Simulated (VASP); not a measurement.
# Re (P6_3/mmc) in VASP: notebook, part 2 of 3

VASP 6.6.1.

**3. Electric field gradients, LDA (volume scaled by 1.01)**

The input, INCAR:

```
PREC = Accurate ; ENCUT = 520
EDIFF = 1E-8 ; ISMEAR = -1
SIGMA = 0.05 ; LREAL = F
LASPH = T ; NELM = 100
ALGO = Normal ; ISIF = 2
LWAVE = F ; LCHARG = F
GGA = CA ; LEFG = T
NBANDS = 14
```

The input, KPOINTS:

```
regular mesh
0
Gamma
  14 14 8
```

The input, POSCAR:

```
Re
1.0
    2.6115486478      0.0000000000      0.0000000000
   -1.3057743239      2.2616674722      0.0000000000
    0.0000000000      0.0000000000      4.1758273441
Re
2
Direct
    0.3333333333      0.6666666667      0.2500000000
    0.6666666667      0.3333333333      0.7500000000
```

Potentials or basis: VASP PAW LDA potentials, release 64 (Re).

Command:

```console
$ cat potpaw_LDA.64/Re/POTCAR > POTCAR
$ mpirun -np 1 vasp_std > vasp.out
```

OUTCAR:

```text
PREC = Accurate
   ENCUT = 520
   EDIFF = 1E-8
   ISMEAR = -1
   LREAL = F
   LASPH = T
   NELM = 100
   ISIF = 2
   GGA = CA

 ion  position               nearest neighbor table
   1  0.333  0.667  0.250-   2 2.58   2 2.58   2 2.58   2 2.58   2 2.58   2 2.58
   2  0.667  0.333  0.750-   1 2.58   1 2.58   1 2.58   1 2.58   1 2.58   1 2.58

  LATTYP: Found a hexagonal cell.
 ALAT       =     2.6115486478
 C/A-ratio  =     1.5989850879

  Lattice vectors:

[... 622 lines left out ...]

  FREE ENERGIE OF THE ION-ELECTRON SYSTEM (eV)
  ---------------------------------------------------
  free  energy   TOTEN  =       -26.5338655012 eV

  energy  without entropy=      -26.5231339534  energy(sigma->0) =      -26.52849973

 Electric field gradients (V/A^2)
---------------------------------------------------------------------
 ion       V_xx      V_yy      V_zz      V_xy      V_xz      V_yz
---------------------------------------------------------------------
   1      51.022    51.022  -102.044     0.000     0.000    -0.000
   2      51.022    51.022  -102.044     0.000    -0.000     0.000
---------------------------------------------------------------------

 Electric field gradients after diagonalization (V/A^2)
 (convention: |V_zz| > |V_xx| > |V_yy|)
----------------------------------------------------------------------
 ion       V_xx      V_yy      V_zz     asymmetry (V_yy - V_xx)/ V_zz
----------------------------------------------------------------------
   1      51.022    51.022  -102.044       0.000
   2      51.022    51.022  -102.044       0.000
----------------------------------------------------------------------

           NMR quadrupolar parameters

 Cq : quadrupolar parameter    Cq=e*Q*V_zz/h
 eta: asymmetry parameters     (V_yy - V_xx)/ V_zz
 Q  : nuclear electric quadrupole moment in mb (millibarn)
----------------------------------------------------------------------
 ion       Cq(MHz)       eta       Q (mb)
----------------------------------------------------------------------
   1      -0.247       0.000       1.000
   2      -0.247       0.000       1.000
----------------------------------------------------------------------
```

OSZICAR:

```text
N       E                     dE             d eps       ncg     rms          rms(c)
DAV:   1     0.829540838205E+02    0.82954E+02   -0.63386E+03  4202   0.106E+03
DAV:   2    -0.216015073644E+02   -0.10456E+03   -0.85433E+02  5010   0.339E+02
DAV:   3    -0.276920619946E+02   -0.60906E+01   -0.55359E+01  5690   0.116E+02
DAV:   4    -0.277608862375E+02   -0.68824E-01   -0.68524E-01  4774   0.720E+00
DAV:   5    -0.277612488607E+02   -0.36262E-03   -0.36258E-03  5610   0.939E-01    0.585E+01
DAV:   6    -0.269039232761E+02    0.85733E+00   -0.37044E-01  5728   0.950E+00    0.298E+01
DAV:   7    -0.265395143714E+02    0.36441E+00   -0.39415E-01  5718   0.927E+00    0.816E-01
DAV:   8    -0.265347172193E+02    0.47972E-02   -0.38919E-03  5380   0.526E-01    0.241E-01
DAV:   9    -0.265338679431E+02    0.84928E-03   -0.92711E-04  5348   0.329E-01    0.302E-02
DAV:  10    -0.265338694562E+02   -0.15131E-05   -0.33764E-05  5356   0.484E-02    0.175E-02
DAV:  11    -0.265338655483E+02    0.39078E-05   -0.12838E-06  5516   0.208E-02    0.259E-03
DAV:  12    -0.265338654991E+02    0.49254E-07   -0.47091E-08  5202   0.423E-03    0.773E-04
DAV:  13    -0.265338655012E+02   -0.21519E-08   -0.11819E-09  2670   0.850E-04
   1 F= -.26533866E+02 E0= -.26528500E+02  d E =-.107315E-01
```

It took 37 s on 1 thread of Intel Xeon Platinum 8259CL at 2.50GHz (Skylake/Cascade Lake), shared host; peak memory 0.15 GiB.

What came out:

* Free energy: -26.5339 eV
* Pressure: 89.0 GPa
* Band gap on the k mesh: zero (band 7 reaches 12.13 eV, above the bottom of band 8 at 7.88 eV)

Levels at points of the mesh, in eV from the Fermi level:
| k point | band 3 | band 4 | band 5 | band 6 | band 7 | band 8 | band 9 | band 10 | band 11 | band 12 |
| --- | --- | --- | --- | --- | --- | --- | --- | --- | --- | --- |
| (0.00, 0.00, 0.00) | -2.18 | -2.18 | -1.98 | -1.03 | -1.03 | 0.03 | 0.03 | 1.47 | 4.21 | 4.21 |
| (0.50, 0.00, 0.00) | -6.64 | -2.71 | -1.62 | -1.51 | -0.59 | 5.03 | 5.78 | 5.79 | 7.86 | 8.96 |
| (0.00, 0.00, 0.50) | -2.80 | -2.80 | -2.36 | -2.36 | -2.36 | -2.36 | 3.27 | 3.27 | 3.27 | 3.27 |
| (0.50, 0.00, 0.50) | -5.23 | -5.23 | 0.35 | 0.35 | 1.54 | 1.54 | 5.47 | 5.47 | 6.17 | 6.17 |

Electric field gradients, principal values (V/Å²):
| atom | least | middle | greatest (by size) |
| --- | --- | --- | --- |
| 1 Re | 51.022 | 51.022 | -102.044 |
| 2 Re | 51.022 | 51.022 | -102.044 |

Caveat: without QUAD_EFG the Cq values of the log hold for a quadrupole moment of 1 mb, not for the nuclei; spin-orbit coupling is left out, which moves the levels of the heavy elements.

**4. Electric field gradients, LDA (volume scaled by 1.01)**

The input, INCAR:

```
  PREC = Accurate
  ENCUT = 520
  EDIFF = 1E-8
  ISMEAR = -1
  SIGMA = 0.05
  LREAL = F
  LASPH = T
  NELM = 60
  ALGO = Normal
  ISIF = 2
  LWAVE = F
  LCHARG = F
  LEFG = T
  NBANDS = 14
```

KPOINTS is that of step 3.

POSCAR is that of step 3.

Potentials or basis: VASP PAW LDA potentials, release 64 (Re).

Command:

```console
$ cat potpaw_LDA.64/Re/POTCAR > POTCAR
$ mpirun -np 1 vasp_std > vasp.out
```

OUTCAR:

```text
PREC = Accurate
   ENCUT = 520
   EDIFF = 1E-8
   ISMEAR = -1
   LREAL = F
   LASPH = T
   NELM = 60
   ISIF = 2

 ion  position               nearest neighbor table
   1  0.333  0.667  0.250-   2 2.58   2 2.58   2 2.58   2 2.58   2 2.58   2 2.58
   2  0.667  0.333  0.750-   1 2.58   1 2.58   1 2.58   1 2.58   1 2.58   1 2.58

  LATTYP: Found a hexagonal cell.
 ALAT       =     2.6115486478
 C/A-ratio  =     1.5989850879

  Lattice vectors:

 A1 = (   2.6115486478,   0.0000000000,   0.0000000000)
 A2 = (  -1.3057743239,   2.2616674722,   0.0000000000)
 A3 = (   0.0000000000,   0.0000000000,   4.1758273441)

Analysis of symmetry for initial positions (statically):
=====================================================================
 Subroutine PRICEL returns:
 Original cell was already a primitive cell.

 Routine SETGRP: Setting up the symmetry group for a
 hexagonal supercell.

 Subroutine GETGRP returns: Found 24 space group operations
 (whereof 12 operations were pure point group operations)
 out of a pool of 24 trial point group operations.

The static configuration has the point symmetry D_3d.
 The point group associated with its full space group is D_6h.

Analysis of symmetry for dynamics (positions and initial velocities):
=====================================================================
 Subroutine PRICEL returns:
 Original cell was already a primitive cell.

 Routine SETGRP: Setting up the symmetry group for a
 hexagonal supercell.

 Subroutine GETGRP returns: Found 24 space group operations
 (whereof 12 operations were pure point group operations)
 out of a pool of 24 trial point group operations.

The dynamic configuration has the point symmetry D_3d.
 The point group associated with its full space group is D_6h.

 Subroutine INISYM returns: Found 24 space group operations
 (whereof 12 operations are pure point group operations),
 and found     1 'primitive' translations

----------------------------------------------------------------------------------------

                                     Primitive cell

  volume of cell :      24.6643

  direct lattice vectors                    reciprocal lattice vectors
     2.611548648  0.000000000  0.000000000     0.382914559  0.221075824  0.000000000
    -1.305774324  2.261667472  0.000000000     0.000000000  0.442151648  0.000000000
     0.000000000  0.000000000  4.175827344     0.000000000  0.000000000  0.239473503

  length of vectors
     2.611548648  2.611548648  4.175827344     0.442151648  0.442151648  0.239473503

  position of ions in fractional coordinates (direct lattice)
     0.333333333  0.666666667  0.250000000
     0.666666667  0.333333333  0.750000000

  ion indices of the primitive-cell ions
   primitive index   ion index
                 1           1
                 2           2

----------------------------------------------------------------------------------------

 KPOINTS: regular mesh

Automatic generation of k-mesh.
[... 79 lines left out ...]
   EMIN   =  10.00;   EMAX   =-10.00  energy-range for DOS
   EFERMI =   0.00;   METHOD = LEGACY
   ISMEAR =    -1;   SIGMA  =   0.05  broadening in eV -4-tet -1-fermi 0-gaus
   EFERMI_NEDOS =   21; number of points for ismear=-14 and -15
   IALGO  =     38    algorithm
   IMIX   =      4    mixing-type and parameters
     AMIX     =   0.40;   BMIX     =  1.00
     AMIX_MAG =   1.60;   BMIX_MAG =  1.00
  volume/ion in A,a.u.               =      12.33        83.22
  Fermi-wavevector in a.u.,A,eV,Ry     =   1.355484  2.561493 24.998483  1.837337
  Thomas-Fermi vector in A             =   2.482568
   LORBIT       =      0    0 simple, 1 ext, 2 COOP (PROOUT), +10 PAW based schemes
   GGA     = CA    functional components
   LHFCALC =     F    Hartree Fock is set to
   AEXX    =    0.0000 exact exchange contribution
   IVDW    =     0    specifies the selected vdW correction
   LEPSILON=     F    determine dielectric tensor
   LRPA    =     F    only Hartree local field effects (RPA)
 non-spin polarized calculation
  energy-cutoff  :      520.00
  volume of cell :       24.66
 maximum number of plane-waves:       685
 NGX is ok and might be reduce to    20
   NGX =  9   NGY =  9   NGZ = 15

 number of electron      14.0000001 magnetization

 Free energy of the ion-electron system (eV)
  ---------------------------------------------------
  ext. energy  EPLUGINS =         0.00000000
  ---------------------------------------------------
  free energy    TOTEN  =       -26.53386550 eV

  energy without entropy =      -26.52313395  energy(sigma->0) =      -26.52849973

 E-fermi :  10.2399     XC(G=0): -14.8110

 val. band max:       10.2352019507   @ k =   0.1429   0.0714   0.0000
 cond. band min:      10.2503047526   @ k =   0.4286   0.1429   0.2500
 fundamental gap:      0.0151028019
 Fermi energy:        10.2398755571

 k-point     1 :       0.0000    0.0000    0.0000
  band No.  band energies     occupation
      1      -0.7330      2.00000
      2       2.2188      2.00000
      3       8.0594      2.00000
      4       8.0594      2.00000
      5       8.2614      2.00000
      6       9.2080      2.00000
      7       9.2080      2.00000
      8      10.2705      0.70331
      9      10.2705      0.70331
     10      11.7095      0.00000
     11      14.4489      0.00000
     12      14.4489      0.00000
     13      22.8440      0.00000
     14      24.5517      0.00000
[... 377 lines left out ...]
      1       3.4307      2.00000
      2       5.2875      2.00000
      3       5.3193      2.00000
      4       6.4013      2.00000
      5       7.4568      2.00000
      6       7.8859      2.00000
      7      10.2192      1.20384
      8      13.8838      0.00000
      9      14.5356      0.00000
     10      14.9009      0.00000
     11      18.3246      0.00000
     12      18.4694      0.00000
     13      20.5011      0.00000
     14      27.3166      0.00000

 [... further k-points ...]
[... 5 lines left out ...]
  --------------------------------------------------------------------------------------
  -------------------------------------------------------------------------------------
  Total       13.3634690     13.3634690     14.3746380     -0.0000000      0.0000000      0.0000000
  in kB      868.0812719    868.0812719    933.7660798     -0.0000000      0.0000000      0.0000000
  external PRESSURE =     889.9762079 kB  Pullay stress =       0.0000000 kB

 VOLUME and BASIS-vectors are now :
 -----------------------------------------------------------------------------
  energy-cutoff  :      520.00
  volume of cell :       24.66
      direct lattice vectors                 reciprocal lattice vectors
     2.611548648  0.000000000  0.000000000     0.382914559  0.221075824  0.000000000
    -1.305774324  2.261667472  0.000000000     0.000000000  0.442151648  0.000000000
     0.000000000  0.000000000  4.175827344     0.000000000  0.000000000  0.239473503

 POSITION                                       TOTAL-FORCE (eV/Angst)
 -----------------------------------------------------------------------------------
     -0.00000      1.50778      1.04396         0.000000      0.000000      0.000000
      1.30577      0.75389      3.13187        -0.000000     -0.000000      0.000000
 -----------------------------------------------------------------------------------
    total drift:                                0.000000     -0.000000     -0.000000

  FREE ENERGIE OF THE ION-ELECTRON SYSTEM (eV)
  ---------------------------------------------------
  free  energy   TOTEN  =       -26.5338655012 eV

  energy  without entropy=      -26.5231339534  energy(sigma->0) =      -26.52849973

 Electric field gradients (V/A^2)
---------------------------------------------------------------------
 ion       V_xx      V_yy      V_zz      V_xy      V_xz      V_yz
---------------------------------------------------------------------
   1      51.022    51.022  -102.044     0.000     0.000    -0.000
   2      51.022    51.022  -102.044     0.000    -0.000     0.000
---------------------------------------------------------------------

 Electric field gradients after diagonalization (V/A^2)
 (convention: |V_zz| > |V_xx| > |V_yy|)
----------------------------------------------------------------------
 ion       V_xx      V_yy      V_zz     asymmetry (V_yy - V_xx)/ V_zz
----------------------------------------------------------------------
   1      51.022    51.022  -102.044       0.000
   2      51.022    51.022  -102.044       0.000
----------------------------------------------------------------------

           NMR quadrupolar parameters

 Cq : quadrupolar parameter    Cq=e*Q*V_zz/h
 eta: asymmetry parameters     (V_yy - V_xx)/ V_zz
 Q  : nuclear electric quadrupole moment in mb (millibarn)
----------------------------------------------------------------------
 ion       Cq(MHz)       eta       Q (mb)
----------------------------------------------------------------------
   1      -0.247       0.000       1.000
   2      -0.247       0.000       1.000
----------------------------------------------------------------------
```

OSZICAR:

```text
N       E                     dE             d eps       ncg     rms          rms(c)
DAV:   1     0.829540838205E+02    0.82954E+02   -0.63386E+03  4202   0.106E+03
DAV:   2    -0.216015073644E+02   -0.10456E+03   -0.85433E+02  5010   0.339E+02
DAV:   3    -0.276920619946E+02   -0.60906E+01   -0.55359E+01  5690   0.116E+02
DAV:   4    -0.277608862375E+02   -0.68824E-01   -0.68524E-01  4774   0.720E+00
DAV:   5    -0.277612488607E+02   -0.36262E-03   -0.36258E-03  5610   0.939E-01    0.585E+01
DAV:   6    -0.269039232761E+02    0.85733E+00   -0.37044E-01  5728   0.950E+00    0.298E+01
DAV:   7    -0.265395143714E+02    0.36441E+00   -0.39415E-01  5718   0.927E+00    0.816E-01
DAV:   8    -0.265347172193E+02    0.47972E-02   -0.38919E-03  5380   0.526E-01    0.241E-01
DAV:   9    -0.265338679431E+02    0.84928E-03   -0.92711E-04  5348   0.329E-01    0.302E-02
DAV:  10    -0.265338694562E+02   -0.15131E-05   -0.33764E-05  5356   0.484E-02    0.175E-02
DAV:  11    -0.265338655483E+02    0.39078E-05   -0.12838E-06  5516   0.208E-02    0.259E-03
DAV:  12    -0.265338654991E+02    0.49254E-07   -0.47091E-08  5202   0.423E-03    0.773E-04
DAV:  13    -0.265338655012E+02   -0.21519E-08   -0.11819E-09  2670   0.850E-04
   1 F= -.26533866E+02 E0= -.26528500E+02  d E =-.107315E-01
```

stdout:

```text
POSCAR found type information on POSCAR Re
 POSCAR found :  1 types and       2 ions
 scaLAPACK will be used
 LDA part: xc-table for (Slater(with rela. corr.)+CA(PZ))
 , standard interpolation
 POSCAR, INCAR and KPOINTS ok, starting setup
 FFT: planning ... GRIDC
 FFT: planning ... GRID_SOFT
 FFT: planning ... GRID
 WAVECAR not read
 entering main loop
ion   1

ion   2
```

Run time: 39 s. Hardware: 1 thread of Intel Xeon Platinum 8259CL at 2.50GHz (Skylake/Cascade Lake), shared host; peak memory 0.15 GiB.

What came out:

```
Free energy            : -26.5339 eV
Pressure               : 89.0 GPa
Band gap on the k mesh : zero (band 7 reaches 12.13 eV, above the bottom of band 8 at 7.88 eV)
```

Levels at points of the mesh, in eV from the Fermi level:
| k point | band 3 | band 4 | band 5 | band 6 | band 7 | band 8 | band 9 | band 10 | band 11 | band 12 |
| --- | --- | --- | --- | --- | --- | --- | --- | --- | --- | --- |
| (0.00, 0.00, 0.00) | -2.18 | -2.18 | -1.98 | -1.03 | -1.03 | 0.03 | 0.03 | 1.47 | 4.21 | 4.21 |
| (0.50, 0.00, 0.00) | -6.64 | -2.71 | -1.62 | -1.51 | -0.59 | 5.03 | 5.78 | 5.79 | 7.86 | 8.96 |
| (0.00, 0.00, 0.50) | -2.80 | -2.80 | -2.36 | -2.36 | -2.36 | -2.36 | 3.27 | 3.27 | 3.27 | 3.27 |
| (0.50, 0.00, 0.50) | -5.23 | -5.23 | 0.35 | 0.35 | 1.54 | 1.54 | 5.47 | 5.47 | 6.17 | 6.17 |

Electric field gradients, principal values (V/Å²):
```
atom   least  middle  greatest (by size)
1 Re  51.022  51.022            -102.044
2 Re  51.022  51.022            -102.044
```

Caveat: without QUAD_EFG the Cq values of the log hold for a quadrupole moment of 1 mb, not for the nuclei; spin-orbit coupling is left out, which moves the levels of the heavy elements.

(Part 2 of 3 ends here.)
